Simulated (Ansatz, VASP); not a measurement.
# MgO in VASP and in Ansatz

Contents of INCAR:

```
SYSTEM = MgO
  PREC = Accurate
  ENCUT = 520
  EDIFF = 1E-6
  ISMEAR = 0
  SIGMA = 0.05
  LREAL = .False.
  LASPH = .True.
  NELM = 80
  ALGO = Normal
  ISIF = 2
  LWAVE = .False.
  LCHARG = .True.
  GGA = PS
  LELF = .True.
  LVHAR = .True.
  NBANDS = 16
```

Contents of KPOINTS:

```
Automatic mesh
0
Gamma
  9 9 6
  0 0 0
```

File POSCAR:

```
MgO
1.0
    3.3965520429      0.0000000000      0.0000000000
   -1.6982760214      2.9415003544      0.0000000000
    0.0000000000      0.0000000000      4.7480401007
Mg O
2 2
Direct
    0.3333333333      0.6666666667      0.0508752499
    0.6666666667      0.3333333333      0.5508752499
    0.3333333333      0.6666666667      0.4009416620
    0.6666666667      0.3333333333      0.9009416620
```

Input for Ansatz:

```yaml
crystal:
  lattice:
    - [3.3965520429, 0.0, 0.0]
    - [-1.6982760214, 2.9415003544, 0.0]
    - [0.0, 0.0, 4.7480401007]
  atoms:
    - { symbol: Mg, position: [0.3333333333, 0.6666666667, 0.0508752499] }
    - { symbol: Mg, position: [0.6666666667, 0.3333333333, 0.5508752499] }
    - { symbol: O, position: [0.3333333333, 0.6666666667, 0.400941662] }
    - { symbol: O, position: [0.6666666667, 0.3333333333, 0.900941662] }
basis:
  ecutwfc: 520.0
kpoints:
  mp_grid: { grid: [9, 9, 6] }
hamiltonian:
  xc: pbesol
  pseudopotentials: { kind: paw, azcp: { folder: soft_1 } }
scf:
  occupations: { method: gaussian, width: 0.05 }
output:
  forces: true
  stress: true
  eigenvalues: true
```

Alike in both runs: task single point; functional PBEsol; k mesh 9 × 9 × 6; occupations gaussian, width 0.05 eV; no spin polarisation.

|  | VASP | Ansatz |
| --- | --- | --- |
| version | VASP 6.6.1 | Ansatz 0.2.0 |
| potentials or method | VASP PAW PBE potentials, release 64 (Mg, O), cutoff 520 eV | scalar-relativistic, plane waves, PAW |
| valence electrons in the cell | 16 | 32 |

```csv
,VASP,Ansatz,Ansatz less VASP
gap on the k mesh at the Fermi level (eV),3.45,3.44,-0.007
least direct gap on the mesh (eV),3.46,3.45,-0.010
pressure (GPa),14.9,14.3,-0.55
"traceless stress, the component that is largest in VASP (GPa)",50.23,48.38,-1.848
rms of the force components (eV/Å),3.628,3.491,-0.1374
```

VASP's potentials were made for PBE, not for PBEsol, and Ansatz warns of the same on its side. Atom by atom the forces differ by 0.137 eV/Å (rms over components). VASP's potentials hold 16 valence electrons a cell and Ansatz's 32, so a difference there can come from the potentials and not from the codes.
